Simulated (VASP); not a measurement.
# NaCl (Fm-3m) in VASP: notebook, part 2 of 2

VASP 6.6.1. Earlier steps stand in the parts before.

## 5. Single point, PBE

This run uses another cell than the first one, of 23.06 Å³/atom, 1.057 times its volume.

INCAR

```
PREC = Accurate
ENCUT = 520
EDIFF = 1E-6
ISMEAR = -1
SIGMA = 0.05
LREAL = F
LASPH = T
NELM = 80
ALGO = Normal
ISIF = 2
LWAVE = F
LCHARG = F
GGA = PE
NBANDS = 14
```

KPOINTS

```
Automatic mesh
0
Gamma
  8 8 8
```

POSCAR

```
NaCl
1.0
    0.0000000000      2.8461988422      2.8461988422
    2.8461988422      0.0000000000      2.8461988422
    2.8461988422      2.8461988422      0.0000000000
Cl Na
1 1
Direct
    0.5000000000      0.5000000000      0.5000000000
    0.0000000000      0.0000000000      0.0000000000
```

Potentials or basis: VASP PAW PBE potentials, release 64 (Cl, Na_pv).

Launch:

```sh
cat potpaw_PBE.64/Cl/POTCAR potpaw_PBE.64/Na_pv/POTCAR > POTCAR
mpirun -np 1 vasp_std > vasp.out
```

OUTCAR:

```text
PREC = Accurate
   ENCUT = 520
   EDIFF = 1E-6
   ISMEAR = -1
   LREAL = F
   LASPH = T
   NELM = 80
   ISIF = 2
   GGA = PE

 ion  position               nearest neighbor table
   1  0.500  0.500  0.500-
   2  0.000  0.000  0.000-

  LATTYP: Found a face centered cubic cell.
 ALAT       =     5.6923976844

  Lattice vectors:

 A1 = (   0.0000000000,   2.8461988422,   2.8461988422)
 A2 = (   2.8461988422,   0.0000000000,   2.8461988422)
 A3 = (   2.8461988422,   2.8461988422,   0.0000000000)

Analysis of symmetry for initial positions (statically):
=====================================================================
 Subroutine PRICEL returns:
 Original cell was already a primitive cell.

 Routine SETGRP: Setting up the symmetry group for a
 face centered cubic supercell.

 Subroutine GETGRP returns: Found 48 space group operations
 (whereof 48 operations were pure point group operations)
 out of a pool of 48 trial point group operations.

The static configuration has the point symmetry O_h .

Analysis of symmetry for dynamics (positions and initial velocities):
=====================================================================
 Subroutine PRICEL returns:
 Original cell was already a primitive cell.

 Routine SETGRP: Setting up the symmetry group for a
 face centered cubic supercell.

 Subroutine GETGRP returns: Found 48 space group operations
 (whereof 48 operations were pure point group operations)
 out of a pool of 48 trial point group operations.

The dynamic configuration has the point symmetry O_h .

 Subroutine INISYM returns: Found 48 space group operations
 (whereof 48 operations are pure point group operations),
 and found     1 'primitive' translations

----------------------------------------------------------------------------------------

                                     Primitive cell

  volume of cell :      46.1132

  direct lattice vectors                    reciprocal lattice vectors
[... 115 lines left out ...]
   IVDW    =     0    specifies the selected vdW correction
   LEPSILON=     F    determine dielectric tensor
   LRPA    =     F    only Hartree local field effects (RPA)
 non-spin polarized calculation
  energy-cutoff  :      520.00
  volume of cell :       46.11
 maximum number of plane-waves:      1254
 NGX is ok and might be reduce to    30
   NGX = 15   NGY = 15   NGZ = 15

 number of electron      13.9999992 magnetization

 Free energy of the ion-electron system (eV)
  ---------------------------------------------------
  ext. energy  EPLUGINS =         0.00000000
  ---------------------------------------------------
  free energy    TOTEN  =        -6.77786648 eV

  energy without entropy =       -6.77786648  energy(sigma->0) =       -6.77786648

 E-fermi :   0.1628     XC(G=0):  -8.0484

 val. band max:       -0.8888288395   @ k =   0.0000   0.0000   0.0000
 cond. band min:       4.1131245985   @ k =   0.0000   0.0000   0.0000
 fundamental gap:      5.0019534380
 Fermi energy:         0.1628003625

 k-point     1 :       0.0000    0.0000    0.0000
  band No.  band energies     occupation
      1     -21.7626      2.00000
      2     -21.7626      2.00000
      3     -21.7626      2.00000
      4     -13.4868      2.00000
      5      -0.8888      2.00000
      6      -0.8888      2.00000
      7      -0.8888      2.00000
      8       4.1131      0.00000
      9      10.2016      0.00000
     10      10.2016      0.00000
     11      10.2016      0.00000
     12      12.3267      0.00000
     13      12.3267      0.00000
     14      13.8865      0.00000
[... 377 lines left out ...]
      1     -21.7831      2.00000
      2     -21.7698      2.00000
      3     -21.7664      2.00000
      4     -13.1471      2.00000
      5      -2.4666      2.00000
      6      -1.6133      2.00000
      7      -1.2787      2.00000
      8       7.3692      0.00000
      9       8.5267      0.00000
     10       9.2636      0.00000
     11      10.7402      0.00000
     12      13.3175      0.00000
     13      14.5407      0.00000
     14      15.5911      0.00000

 [... further k-points ...]

------------------------ aborting loop because EDIFF is reached ----------------------------------------

  FORCE on cell =-STRESS in cart. coord.  units (eV):
  Direction    XX          YY          ZZ          XY          YZ          ZX
  --------------------------------------------------------------------------------------
  -------------------------------------------------------------------------------------
  Total        0.0050914      0.0050914      0.0050914      0.0000000      0.0000000     -0.0000000
  in kB        0.1768969      0.1768969      0.1768969      0.0000000      0.0000000     -0.0000000
  external PRESSURE =       0.1768969 kB  Pullay stress =       0.0000000 kB

 VOLUME and BASIS-vectors are now :
 -----------------------------------------------------------------------------
  energy-cutoff  :      520.00
  volume of cell :       46.11
      direct lattice vectors                 reciprocal lattice vectors
     0.000000000  2.846198842  2.846198842    -0.175672898  0.175672898  0.175672898
     2.846198842  0.000000000  2.846198842     0.175672898 -0.175672898  0.175672898
     2.846198842  2.846198842  0.000000000     0.175672898  0.175672898 -0.175672898

 POSITION                                       TOTAL-FORCE (eV/Angst)
 -----------------------------------------------------------------------------------
      2.84620      2.84620      2.84620        -0.000000      0.000000      0.000000
      0.00000      0.00000      0.00000         0.000000     -0.000000     -0.000000
 -----------------------------------------------------------------------------------
    total drift:                               -0.000000      0.000000      0.000000

  FREE ENERGIE OF THE ION-ELECTRON SYSTEM (eV)
  ---------------------------------------------------
  free  energy   TOTEN  =        -6.7778664780 eV

  energy  without entropy=       -6.7778664780  energy(sigma->0) =       -6.77786648
```

OSZICAR:

```text
N       E                     dE             d eps       ncg     rms          rms(c)
DAV:   1     0.103272895833E+03    0.10327E+03   -0.70241E+03   820   0.998E+02
DAV:   2     0.199760476035E+01   -0.10128E+03   -0.93031E+02   884   0.269E+02
DAV:   3    -0.683297410843E+01   -0.88306E+01   -0.87752E+01  1064   0.758E+01
DAV:   4    -0.697837908882E+01   -0.14540E+00   -0.14533E+00   956   0.102E+01
DAV:   5    -0.698156049803E+01   -0.31814E-02   -0.31812E-02  1046   0.153E+00    0.214E+00
DAV:   6    -0.678364704173E+01    0.19791E+00   -0.33348E-01   986   0.328E+00    0.159E+00
DAV:   7    -0.677195070969E+01    0.11696E-01   -0.82159E-02  1078   0.162E+00    0.109E+00
DAV:   8    -0.677786266431E+01   -0.59120E-02   -0.10382E-02   926   0.860E-01    0.299E-01
DAV:   9    -0.677774811057E+01    0.11455E-03   -0.21887E-04  1010   0.112E-01    0.170E-01
DAV:  10    -0.677787984908E+01   -0.13174E-03   -0.37234E-04   920   0.142E-01    0.757E-02
DAV:  11    -0.677786664160E+01    0.13207E-04   -0.22403E-05  1022   0.412E-02    0.186E-02
DAV:  12    -0.677786647802E+01    0.16358E-06   -0.29825E-06   950   0.149E-02
   1 F= -.67778665E+01 E0= -.67778665E+01  d E =-.691554E-10
```

It took 9.3 s on 1 thread of Intel Xeon 6975P-C (Granite Rapids), shared host; peak memory 0.15 GiB.

Results:

```
Free energy            : -6.7779 eV
Pressure               : 0.0 GPa
Band gap on the k mesh : 5.00 eV, direct
```

A k mesh can miss the band edges.

## 6. Summary

```tsv
task	level	cell	cutoff (eV)	gap on the mesh (eV)	pressure (GPa)
relaxation of cell and atoms	revPBE+D4	relaxed from a = 3.951 Å, angles 60.0°, 2 atoms	600	5.25	0.0
single point	PBE+D3(BJ)	a = 3.947 Å, angles 60.0°, 2 atoms	520	5.23	-0.1
single point	PBE+D4	a = 3.985 Å, angles 60.0°, 2 atoms	520	5.12	0.0
single point	PBE	a = 4.025 Å, angles 60.0°, 2 atoms	520	5.00	0.0
```

Alike in all rows: potentials or basis VASP PAW PBE potentials, release 64 (Cl, Na_pv); no spin polarisation; k mesh 8 × 8 × 8; smearing fermi-dirac 0.05 eV.

Caveats: the PAW data sets were made with another functional, which shifts forces and pressure a little (some runs).

Total energies depend on the potentials used, so only differences within one code and one set of settings carry meaning.
